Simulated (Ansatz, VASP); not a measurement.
MgO in VASP and in Ansatz

```xyz
4
Lattice="3.4864 0.0000 0.0000 -1.7432 2.9287 0.0000 0.0000 0.0000 4.1780" Properties=species:S:1:pos:R:3 pbc="T T T"
Mg    1.7432    0.9762    3.1335
Mg    0.0000    1.9525    1.0445
O     1.7432    0.9762    1.0445
O     0.0000    1.9525    3.1335
```

Change from the starting cell: strain -0.0300 x Voigt [0, 1, 0, 0, 0, 0], atoms carried along.

Alike in both runs: task single point; functional PBE; k mesh 6 × 6 × 6; occupations gaussian, width 0.05 eV; no spin polarisation.

|  | VASP | Ansatz |
| --- | --- | --- |
| version | VASP 6.6.1 | Ansatz 0.2.0 |
| potentials or method | VASP PAW PBE potentials, release 64 (Mg, O), cutoff 520 eV | scalar-relativistic, plane waves, PAW |
| valence electrons in the cell | 16 | 32 |

```tsv
	VASP	Ansatz	Ansatz less VASP
gap on the k mesh at the Fermi level (eV)	3.58	3.59	+0.017
least direct gap on the mesh (eV)	3.58	3.59	+0.017
pressure (GPa)	8.7	9.2	+0.52
traceless stress, the component that is largest in VASP (GPa)	3.89	3.78	-0.110
rms of the force components (eV/Å)	0.194	0.191	-0.0024
```

Atom by atom the forces differ by 0.002 eV/Å (rms over components). With one functional, cell and mesh, what is left measures potentials, basis and numerics. VASP's potentials hold 16 valence electrons a cell and Ansatz's 32, so a difference there can come from the potentials and not from the codes.
